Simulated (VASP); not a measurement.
# ZnO (P6_3mc) in VASP: a series of runs

ZnO is run at these levels: PBE; tasks: single point.

Program: VASP 6.6.1. These are calculated values, not measurements. Logs are shortened: lines on timing, memory, paths and dates and some standing lists are left out, and cuts for length are marked.

**The experiment to reproduce.**

From “Electronic structure of alkaline earth and post-transition metal oxides”, 2009, arxiv:0908.1581, for a bulk crystal of ZnO: band gap 3.37 eV.

The runs below are set against these values where they give the same quantity.

## (1) The cell of the first run

The structure is hexagonal, space group P6_3mc (No. 186). Conventional cell: a = 3.351 Å, b = 3.351 Å, c = 5.226 Å, α = 90.00°, β = 90.00°, γ = 120.00°. Within 2.6 Å of Zn (site symmetry 3m) lie 4 O at 1.96 to 2.04 Å. Within 2.6 Å of O (site symmetry 3m) lie 4 Zn at 1.96 to 2.04 Å.

## (2) Single point, PBE

INCAR

```
SYSTEM = ZnO
ALGO = Normal ; EDIFF = 1E-6
ENCUT = 520 ; GGA = PE
ISIF = 2 ; ISMEAR = -1
LASPH = .True. ; LCHARG = .False.
LREAL = .False. ; LWAVE = .False.
NBANDS = 26 ; NELM = 80
PREC = Accurate ; SIGMA = 0.1
```

KPOINTS

```
k-points
0
Gamma
  8 8 5
  0 0 0
```

POSCAR

```
ZnO
1.0
    3.3509995100      0.0000000000      0.0000000000
   -1.6754997600      2.9020507100      0.0000000000
    0.0000000000      0.0000000000      5.2260000000
Zn O
2 2
Direct
    0.3333333300      0.6666666700      0.0000000000
    0.6666666700      0.3333333300      0.5000000000
    0.3333333300      0.6666666700      0.3750000000
    0.6666666700      0.3333333300      0.8750000000
```

Potentials or basis: VASP PAW PBE potentials, release 64 (Zn, O).

On the command line:

```console
$ cat potpaw_PBE.64/Zn/POTCAR potpaw_PBE.64/O/POTCAR > POTCAR
$ mpirun -np 1 vasp_std > vasp.out
```

OUTCAR:

```text
SYSTEM = ZnO
   EDIFF = 1E-6
   ENCUT = 520
   GGA = PE
   ISIF = 2
   ISMEAR = -1
   LASPH = .True.
   LREAL = .False.
   NELM = 80
   PREC = Accurate

 ion  position               nearest neighbor table
   1  0.333  0.667  0.000-   3 1.96   4 2.04   4 2.04   4 2.04
   2  0.667  0.333  0.500-   4 1.96   3 2.04   3 2.04   3 2.04
   3  0.333  0.667  0.375-   1 1.96   2 2.04   2 2.04   2 2.04
   4  0.667  0.333  0.875-   2 1.96   1 2.04   1 2.04   1 2.04

  LATTYP: Found a hexagonal cell.
 ALAT       =     3.3509995100
 C/A-ratio  =     1.5595346954

  Lattice vectors:

 A1 = (   3.3509995100,   0.0000000000,   0.0000000000)
 A2 = (  -1.6754997600,   2.9020507100,   0.0000000000)
 A3 = (   0.0000000000,   0.0000000000,   5.2260000000)

Analysis of symmetry for initial positions (statically):
=====================================================================
 Subroutine PRICEL returns:
 Original cell was already a primitive cell.

 Routine SETGRP: Setting up the symmetry group for a
 hexagonal supercell.

 Subroutine GETGRP returns: Found 12 space group operations
 (whereof  6 operations were pure point group operations)
 out of a pool of 24 trial point group operations.

The static configuration has the point symmetry C_3v.
 The point group associated with its full space group is C_6v.

Analysis of symmetry for dynamics (positions and initial velocities):
=====================================================================
 Subroutine PRICEL returns:
 Original cell was already a primitive cell.

 Routine SETGRP: Setting up the symmetry group for a
 hexagonal supercell.

 Subroutine GETGRP returns: Found 12 space group operations
 (whereof  6 operations were pure point group operations)
 out of a pool of 24 trial point group operations.

The dynamic configuration has the point symmetry C_3v.
 The point group associated with its full space group is C_6v.

 Subroutine INISYM returns: Found 12 space group operations
 (whereof  6 operations are pure point group operations),
 and found     1 'primitive' translations

----------------------------------------------------------------------------------------

                                     Primitive cell

  volume of cell :      50.8217

  direct lattice vectors                    reciprocal lattice vectors
     3.350999510  0.000000000  0.000000000     0.298418426  0.172291959  0.000000000
    -1.675499760  2.902050710  0.000000000     0.000000000  0.344583917  0.000000000
     0.000000000  0.000000000  5.226000000     0.000000000  0.000000000  0.191350938

  length of vectors
     3.350999510  3.350999518  5.226000000     0.344583917  0.344583917  0.191350938

  position of ions in fractional coordinates (direct lattice)
     0.333333330  0.666666670  0.000000000
     0.666666670  0.333333330  0.500000000
     0.333333330  0.666666670  0.375000000
     0.666666670  0.333333330  0.875000000

  ion indices of the primitive-cell ions
   primitive index   ion index
                 1           1
                 2           2
                 3           3
                 4           4

----------------------------------------------------------------------------------------

 KPOINTS: k-points

Automatic generation of k-mesh.
 Grid dimensions read from file:
 generate k-points for:    8    8    5

 Generating k-lattice:

  Cartesian coordinates                     Fractional coordinates (reciprocal lattice)
     0.037302303  0.021536495  0.000000000     0.125000000  0.000000000  0.000000000
     0.000000000  0.043072990  0.000000000     0.000000000  0.125000000  0.000000000
     0.000000000  0.000000000  0.038270188     0.000000000  0.000000000  0.200000000

  Length of vectors
     0.043072990  0.043072990  0.038270188

  Shift w.r.t. Gamma in fractional coordinates (k-lattice)
     0.000000000  0.000000000  0.000000000

 Subroutine IBZKPT returns following result:
 ===========================================

 Found     30 irreducible k-points:

 Following reciprocal coordinates:
            Coordinates               Weight
  0.000000  0.000000  0.000000      1.000000
  0.125000  0.000000  0.000000      6.000000
  0.250000  0.000000  0.000000      6.000000
  0.375000 -0.000000  0.000000      6.000000
  0.500000  0.000000  0.000000      3.000000
  0.125000  0.125000  0.000000      6.000000
[... 16 lines left out ...]
  0.250000  0.000000  0.400000     12.000000
  0.375000 -0.000000  0.400000     12.000000
 [... further k-points ...]
   k-points           NKPTS =     30   k-points in BZ     NKDIM =     30   number of bands    NBANDS=     26
   number of dos      NEDOS =    301   number of ions     NIONS =      4
   total plane-waves  NPLWV =  31360
   dimension x,y,z NGX =    28 NGY =   28 NGZ =   40
   dimension x,y,z NGXF=    56 NGYF=   56 NGZF=   80
   ions per type =               2   2
   NGX,Y,Z   is equivalent  to a cutoff of  13.89, 13.89, 12.72 a.u.
   NGXF,Y,Z  is equivalent  to a cutoff of  27.78, 27.78, 25.45 a.u.
 SYSTEM =  ZnO
   PREC   = accura    normal or accurate (medium, high low for compatibility)
   ISTART =      0    job   : 0-new  1-cont  2-samecut
   ICHARG =      2    charge: 1-file 2-atom 10-const
   ISPIN  =      1    spin polarized calculation?
   LNONCOLLINEAR =      F non collinear calculations
   LSORBIT =      F    spin-orbit coupling
   LASPH  =      T    aspherical Exc in radial PAW
   ENCUT  =  520.0 eV  38.22 Ry    6.18 a.u.   6.23  6.23  9.72*2*pi/ulx,y,z
   NELM   =     80;   NELMIN=  2; NELMDL= -5     # of ELM steps
   EDIFF  = 0.1E-05   stopping-criterion for ELM
   LREAL  =      F    real-space projection
   EDIFFG = 0.1E-04   stopping-criterion for IOM
   NSW    =      0    number of steps for IOM
   IBRION =     -1    ionic relax: 0-MD 1-quasi-New 2-CG
   NFREE  =      0    steps in history (QN), initial steepest desc. (CG)
   ISIF   =      2    stress and relaxation
   ISYM   =      2    0-nonsym 1-usesym 2-fastsym
   POTIM  = 0.5000    time-step for ionic-motion
   TEBEG  =    0.0;   TEEND  =   0.0 temperature during run
   PSTRESS=    0.0 pullay stress
   NELECT =      36.0000    total number of electrons
   NUPDOWN=      -1.0000    fix difference up-down
   EMIN   =  10.00;   EMAX   =-10.00  energy-range for DOS
   EFERMI =   0.00;   METHOD = LEGACY
   ISMEAR =    -1;   SIGMA  =   0.10  broadening in eV -4-tet -1-fermi 0-gaus
   EFERMI_NEDOS =   21; number of points for ismear=-14 and -15
   IALGO  =     38    algorithm
   IMIX   =      4    mixing-type and parameters
     AMIX     =   0.40;   BMIX     =  1.00
     AMIX_MAG =   1.60;   BMIX_MAG =  1.00
  volume/ion in A,a.u.               =      12.71        85.74
  Fermi-wavevector in a.u.,A,eV,Ry     =   1.459350  2.757771 28.976353  2.129702
  Thomas-Fermi vector in A             =   2.575927
   LORBIT       =      0    0 simple, 1 ext, 2 COOP (PROOUT), +10 PAW based schemes
   GGA     = PE    functional components
   LHFCALC =     F    Hartree Fock is set to
   AEXX    =    0.0000 exact exchange contribution
   IVDW    =     0    specifies the selected vdW correction
   LEPSILON=     F    determine dielectric tensor
   LRPA    =     F    only Hartree local field effects (RPA)
 non-spin polarized calculation
  energy-cutoff  :      520.00
  volume of cell :       50.82
 maximum number of plane-waves:      1387
 NGX is ok and might be reduce to    28
   NGX = 13   NGY = 13   NGZ = 19

 number of electron      35.9999989 magnetization

 Free energy of the ion-electron system (eV)
  ---------------------------------------------------
  ext. energy  EPLUGINS =         0.00000000
  ---------------------------------------------------
  free energy    TOTEN  =       -17.81415194 eV

  energy without entropy =      -17.81346638  energy(sigma->0) =      -17.81380916

 E-fermi :   1.1132     XC(G=0): -10.5639

 val. band max:        0.6221315840   @ k =   0.0000   0.0000   0.0000
 cond. band min:       1.3300520701   @ k =   0.0000   0.0000   0.0000
 fundamental gap:      0.7079204860
 Fermi energy:         1.1131758372

 k-point     1 :       0.0000    0.0000    0.0000
  band No.  band energies     occupation
      1     -16.9627      2.00000
      2     -16.2872      2.00000
      3      -4.7803      2.00000
      4      -4.7447      2.00000
      5      -4.7447      2.00000
      6      -4.5380      2.00000
[... 18 lines left out ...]
     25      14.1555      0.00000
     26      14.9003      0.00000

 k-point     2 :       0.1250    0.0000    0.0000
  band No.  band energies     occupation
      1     -16.8912      2.00000
      2     -16.2607      2.00000
      3      -4.8254      2.00000
      4      -4.7241      2.00000
      5      -4.7075      2.00000
      6      -4.5550      2.00000
[... 18 lines left out ...]
     25      14.2890      0.00000
     26      14.9063      0.00000

 k-point     3 :       0.2500    0.0000    0.0000
  band No.  band energies     occupation
      1     -16.7074      2.00000
      2     -16.2038      2.00000
      3      -4.9385      2.00000
      4      -4.6686      2.00000
      5      -4.6303      2.00000
      6      -4.5197      2.00000
[... 18 lines left out ...]
     25      13.6257      0.00000
     26      14.1999      0.00000

 k-point     4 :       0.3750   -0.0000    0.0000
  band No.  band energies     occupation
      1     -16.4942      2.00000
      2     -16.1687      2.00000
      3      -4.9647      2.00000
      4      -4.6561      2.00000
      5      -4.5774      2.00000
      6      -4.3518      2.00000
[... 18 lines left out ...]
     25      13.4413      0.00000
     26      14.0767      0.00000
[... 496 lines left out ...]
      1     -16.6777      2.00000
      2     -16.4826      2.00000
      3      -4.9905      2.00000
      4      -4.9677      2.00000
      5      -4.6747      2.00000
      6      -4.6552      2.00000
[... 18 lines left out ...]
     25      13.1835      0.00000
     26      13.5159      0.00000

 k-point    23 :       0.2500    0.0000    0.4000
  band No.  band energies     occupation
      1     -16.5325      2.00000
      2     -16.3765      2.00000
      3      -5.0645      2.00000
      4      -4.9993      2.00000
      5      -4.5742      2.00000
      6      -4.5468      2.00000
[... 18 lines left out ...]
     25      13.4440      0.00000
     26      13.6797      0.00000

 k-point    24 :       0.3750   -0.0000    0.4000
  band No.  band energies     occupation
      1     -16.3756      2.00000
      2     -16.2747      2.00000
      3      -5.0976      2.00000
      4      -5.0262      2.00000
      5      -4.4472      2.00000
      6      -4.4140      2.00000
[... 18 lines left out ...]
     25      13.5813      0.00000
     26      13.7824      0.00000

 [... further k-points ...]
[... 5 lines left out ...]
  --------------------------------------------------------------------------------------
  -------------------------------------------------------------------------------------
  Total       -1.6619061     -1.6619061      1.0084898      0.0000000     -0.0000000      0.0000000
  in kB      -52.3924006    -52.3924008     31.7931326      0.0000001     -0.0000000      0.0000000
  external PRESSURE =     -24.3305563 kB  Pullay stress =       0.0000000 kB

 VOLUME and BASIS-vectors are now :
 -----------------------------------------------------------------------------
  energy-cutoff  :      520.00
  volume of cell :       50.82
      direct lattice vectors                 reciprocal lattice vectors
     3.350999510  0.000000000  0.000000000     0.298418426  0.172291959  0.000000000
    -1.675499760  2.902050710  0.000000000     0.000000000  0.344583917  0.000000000
     0.000000000  0.000000000  5.226000000     0.000000000  0.000000000  0.191350938

 POSITION                                       TOTAL-FORCE (eV/Angst)
 -----------------------------------------------------------------------------------
     -0.00000      1.93470      0.00000         0.000000     -0.000000     -0.410544
      1.67550      0.96735      2.61300         0.000000     -0.000000     -0.410544
     -0.00000      1.93470      1.95975         0.000000     -0.000000      0.410544
      1.67550      0.96735      4.57275        -0.000000      0.000000      0.410544
 -----------------------------------------------------------------------------------
    total drift:                               -0.000017      0.000010     -0.000829

  FREE ENERGIE OF THE ION-ELECTRON SYSTEM (eV)
  ---------------------------------------------------
  free  energy   TOTEN  =       -17.8141519357 eV

  energy  without entropy=      -17.8134663767  energy(sigma->0) =      -17.81380916
```

Wall time 36 s (1 thread of Intel Xeon 6975P-C, shared host); peak memory 0.18 GiB.

Results:

```yaml
Free_energy: -17.8142 eV
Pressure: -2.4 GPa
Largest_force: 0.411 eV/Å
Band_gap_on_the_k_mesh: 0.71 eV, direct
```

Forces on the atoms (eV/Å):
```
Zn   0.000  0.000 -0.411
Zn   0.000  0.000 -0.411
O    0.000  0.000  0.411
O    0.000  0.000  0.411
```

## (3) Single point, PBE

INCAR

```
SYSTEM = ZnO
ALGO = Normal ; EDIFF = 1E-7
ENCUT = 520 ; GGA = PE
ISIF = 2 ; ISMEAR = -1
LASPH = .TRUE. ; LCHARG = .FALSE.
LREAL = .FALSE. ; LWAVE = .FALSE.
NBANDS = 26 ; NELM = 100
PREC = Accurate ; SIGMA = 0.001
```

KPOINTS

```
k-points
0
G
  8 8 5
  0 0 0
```

POSCAR is that of step 2.

Potentials or basis: VASP PAW PBE potentials, release 64 (Zn, O).

On the command line:

```console
$ cat potpaw_PBE.64/Zn/POTCAR potpaw_PBE.64/O/POTCAR > POTCAR
$ mpirun -np 1 vasp_std > vasp.out
```

OUTCAR:

```text
SYSTEM = ZnO
   EDIFF = 1E-7
   ENCUT = 520
   GGA = PE
   ISIF = 2
   ISMEAR = -1
   LASPH = .TRUE.
   LREAL = .FALSE.
   NELM = 100
   PREC = Accurate

 ion  position               nearest neighbor table
   1  0.333  0.667  0.000-   3 1.96   4 2.04   4 2.04   4 2.04
   2  0.667  0.333  0.500-   4 1.96   3 2.04   3 2.04   3 2.04
   3  0.333  0.667  0.375-   1 1.96   2 2.04   2 2.04   2 2.04
   4  0.667  0.333  0.875-   2 1.96   1 2.04   1 2.04   1 2.04

  LATTYP: Found a hexagonal cell.
 ALAT       =     3.3509995100
 C/A-ratio  =     1.5595346954

  Lattice vectors:

 A1 = (   3.3509995100,   0.0000000000,   0.0000000000)
 A2 = (  -1.6754997600,   2.9020507100,   0.0000000000)
 A3 = (   0.0000000000,   0.0000000000,   5.2260000000)

Analysis of symmetry for initial positions (statically):
=====================================================================
 Subroutine PRICEL returns:
 Original cell was already a primitive cell.

 Routine SETGRP: Setting up the symmetry group for a
 hexagonal supercell.

 Subroutine GETGRP returns: Found 12 space group operations
 (whereof  6 operations were pure point group operations)
 out of a pool of 24 trial point group operations.
[... 164 lines left out ...]
  ---------------------------------------------------
  free energy    TOTEN  =       -17.81401944 eV

  energy without entropy =      -17.81401944  energy(sigma->0) =      -17.81401944

 E-fermi :   0.7159     XC(G=0): -10.5637

 val. band max:        0.6227158319   @ k =   0.0000   0.0000   0.0000
 cond. band min:       1.3303160756   @ k =   0.0000   0.0000   0.0000
 fundamental gap:      0.7076002437
 Fermi energy:         0.7158853022

 k-point     1 :       0.0000    0.0000    0.0000
  band No.  band energies     occupation
      1     -16.9622      2.00000
      2     -16.2866      2.00000
      3      -4.7798      2.00000
      4      -4.7442      2.00000
      5      -4.7442      2.00000
      6      -4.5375      2.00000
[... 685 lines left out ...]
     25      13.5814      0.00000
     26      13.7826      0.00000

 [... further k-points ...]
[... 5 lines left out ...]
  --------------------------------------------------------------------------------------
  -------------------------------------------------------------------------------------
  Total       -1.6670510     -1.6670510      1.0030267      0.0000000      0.0000000      0.0000000
  in kB      -52.5545971    -52.5545973     31.6209061      0.0000001      0.0000000      0.0000000
  external PRESSURE =     -24.4960961 kB  Pullay stress =       0.0000000 kB

 VOLUME and BASIS-vectors are now :
 -----------------------------------------------------------------------------
  energy-cutoff  :      520.00
  volume of cell :       50.82
      direct lattice vectors                 reciprocal lattice vectors
     3.350999510  0.000000000  0.000000000     0.298418426  0.172291959  0.000000000
    -1.675499760  2.902050710  0.000000000     0.000000000  0.344583917  0.000000000
     0.000000000  0.000000000  5.226000000     0.000000000  0.000000000  0.191350938

 POSITION                                       TOTAL-FORCE (eV/Angst)
 -----------------------------------------------------------------------------------
     -0.00000      1.93470      0.00000         0.000000     -0.000000     -0.410578
      1.67550      0.96735      2.61300         0.000000     -0.000000     -0.410578
     -0.00000      1.93470      1.95975        -0.000000      0.000000      0.410578
      1.67550      0.96735      4.57275        -0.000000     -0.000000      0.410578
 -----------------------------------------------------------------------------------
    total drift:                               -0.000017      0.000010     -0.000790

  FREE ENERGIE OF THE ION-ELECTRON SYSTEM (eV)
  ---------------------------------------------------
  free  energy   TOTEN  =       -17.8140194353 eV

  energy  without entropy=      -17.8140194353  energy(sigma->0) =      -17.81401944
```

stdout:

```text
POSCAR found type information on POSCAR ZnO
 POSCAR found :  2 types and       4 ions
 scaLAPACK will be used
 LDA part: xc-table for (Slater+PW92), standard interpolation
 POSCAR, INCAR and KPOINTS ok, starting setup
 FFT: planning ... GRIDC
 FFT: planning ... GRID_SOFT
 FFT: planning ... GRID
 WAVECAR not read
 entering main loop
```

It took 40 s on 1 thread of Intel Xeon 6975P-C, shared host; peak memory 0.18 GiB.

Results:

- Free energy: -17.8140 eV
- Pressure: -2.4 GPa
- Largest force: 0.411 eV/Å
- Band gap on the k mesh: 0.71 eV, direct

Forces on the atoms (eV/Å):
```
Zn   0.000  0.000 -0.411
Zn   0.000  0.000 -0.411
O    0.000  0.000  0.411
O    0.000  0.000  0.411
```

Levels at points of the mesh, in eV from the valence-band top:
| k point | band 15 | band 16 | band 17 | band 18 | band 19 | band 20 | band 21 | band 22 |
| --- | --- | --- | --- | --- | --- | --- | --- | --- |
| (0.00, 0.00, 0.00) | -0.85 | -0.02 | -0.02 | 0.00 | 0.71 | 4.92 | 8.31 | 12.30 |
| (0.50, 0.00, 0.00) | -2.65 | -2.16 | -1.17 | -0.68 | 5.45 | 6.74 | 7.69 | 7.90 |

## (4) Against experiment

Step 2. Against the measured gap of ZnO, 3.37 eV (quoted in “Electronic structure of alkaline earth and post-transition metal oxides”, 2009, arxiv:0908.1581), the calculated 0.71 eV is off by -2.66 eV. So large a miss can be the level of theory's own, or it may mean another phase, state or a wrong row. The value is that of PBE, without temperature or zero-point motion. Semilocal functionals fall short of measured gaps as a rule.

Step 3. Measured gap of ZnO: 3.37 eV (quoted in “Electronic structure of alkaline earth and post-transition metal oxides”, 2009, arxiv:0908.1581). This calculation gives 0.71 eV (-2.66 eV). So large a miss can be the level of theory's own, or it may mean another phase, state or a wrong row. The value is that of PBE, without temperature or zero-point motion. Semilocal functionals fall short of measured gaps as a rule.
